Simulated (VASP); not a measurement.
The system is Co.

```
CELL_PARAMETERS angstrom
-1.41457 1.39291 1.39216
1.44298 -1.37513 1.40278
1.41127 1.37182 -1.37438
ATOMIC_POSITIONS crystal
Co 0.00000 0.00000 0.00000
```

Base run:

* Program: VASP 6.6.1
* Functional: PBE
* Potentials or basis: VASP PAW PBE potentials, release 64 (Co)
* Cutoff: 520 eV
* k mesh: 11 × 11 × 11
* Occupations: fermi-dirac, width 0.05 eV
* Spin: collinear spin, ferromagnetic start
* Starting moments: [4.0] μB
* Fixed moment: 4 μB

Its results: pressure 100.8 GPa; site moments Co +3.72 μB.

**Question.** The run is repeated on the same cell with these changes: fixed moment from 4 μB to 0.5 μB; moments at the start from [4.0] to [0.5]. What comes out?

**Answer.** Pressure -9.4 GPa; site moments Co +0.52 μB.

Caveats: the total moment is fixed, so each spin has its own Fermi level; the cell stands under pressure (at least some runs); the cell stands under tension (at least some runs).
